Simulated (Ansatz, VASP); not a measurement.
# One calculation of W3Br, two programs

```xyz
8
Lattice="3.2643 0.0000 0.0031 0.0000 3.1566 0.0000 -1.0662 0.0000 16.0169" Properties=species:S:1:pos:R:3 pbc="T T T"
W     2.4447    0.7892    3.8754
W     0.8139    2.3675    2.3780
W    -0.2465    2.3675   12.1446
W    -0.2494    2.3675   15.2509
W     2.4475    0.7892    0.7691
W     1.3843    0.7892   13.6421
Br    2.4417    2.3675    5.9161
Br   -0.2436    0.7892   10.1040
```

Change from the starting cell: the structure that the rattled cell fell into.

Alike in both runs: functional PBE; k mesh 10 × 10 × 2; occupations gaussian, width 0.1 eV; no spin polarisation.

Ansatz relaxed the structure, and its values are those at the end. VASP's run is a single point on that final structure, the one shown.

```csv
,VASP,Ansatz
version,VASP 6.6.1,Ansatz 0.2.0
potentials or method,"VASP PAW PBE potentials, release 64 (W_sv, Br), cutoff 500 eV","scalar-relativistic, plane waves, PAW"
valence electrons in the cell,98,98
```

Ansatz gave:

| Item | Value |
| --- | --- |
| gap on the k mesh at the Fermi level (eV) | none |
| pressure (GPa) | 0.0 |
| rms of the force components (eV/Å) | 0.003 |

Task: Estimate VASP's values.

Result: gap on the k mesh at the Fermi level (eV): none; pressure (GPa): 0.3; rms of the force components (eV/Å): 0.010.

A gap of «none» marks a metal or a gap that the smearing closes.

Spin-orbit coupling is off throughout.
